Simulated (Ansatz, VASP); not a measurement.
**One calculation of SiO2, two programs**

The input INCAR:

```
PREC = Accurate ; ENCUT = 520
EDIFF = 1E-6 ; ISMEAR = 0
SIGMA = 0.01 ; LREAL = F
LASPH = T ; NELM = 60
ALGO = Normal ; ISIF = 2
LWAVE = F ; LCHARG = T
GGA = CA ; LELF = T
LVHAR = T ; NBANDS = 25
```

Contents of KPOINTS:

```
regular mesh
0
Gamma
  6 6 8
```

The input POSCAR:

```
SiO2
1.0
    4.1773000000      0.0000000000      0.0000000000
    0.0000000000      4.1773000000      0.0000000000
    0.0000000000      0.0000000000      2.6652000000
Si O
2 4
Direct
    0.0000000000      0.0000000000      0.0000000000
    0.5000000000      0.5000000000      0.5000000000
    0.3059000000      0.3059000000      0.0000000000
    0.1941000000      0.8059000000      0.5000000000
    0.6941000000      0.6941000000      0.0000000000
    0.8059000000      0.1941000000      0.5000000000
```

Input for Ansatz:

```yaml
crystal:
  lattice:
    - [4.1773, 0.0, 0.0]
    - [0.0, 4.1773, 0.0]
    - [0.0, 0.0, 2.6652]
  atoms:
    - { symbol: Si, position: [0.0, 0.0, 0.0] }
    - { symbol: Si, position: [0.5, 0.5, 0.5] }
    - { symbol: O, position: [0.3059, 0.3059, 0.0] }
    - { symbol: O, position: [0.1941, 0.8059, 0.5] }
    - { symbol: O, position: [0.6941, 0.6941, 0.0] }
    - { symbol: O, position: [0.8059, 0.1941, 0.5] }
basis:
  ecutwfc: 420.0
kpoints:
  mp_grid:
    grid: [6, 6, 8]
hamiltonian:
  xc: lda
scf:
  convergence:
    dr2_threshold: 1.0e-10
  occupations:
    method: fixed
output:
  stress: true
```

Alike in both runs: task single point; functional LDA; k mesh 6 × 6 × 8; no spin polarisation.

```csv
,VASP,Ansatz
version,VASP 6.6.1,Ansatz 0.2.0
potentials or method,"VASP PAW LDA potentials, release 64 (Si, O), cutoff 520 eV","plane waves, PAW"
occupations,"gaussian, width 0.01 eV",fixed
valence electrons in the cell,32,32
```

```tsv
	VASP	Ansatz	Ansatz less VASP
pressure (GPa)	-2.6	-3.7	-1.05
traceless stress, the component that is largest in VASP (GPa)	1.18	0.56	-0.624
```

LDA's correlation is that of Perdew and Zunger in VASP and of Perdew and Wang (1992) in Ansatz.
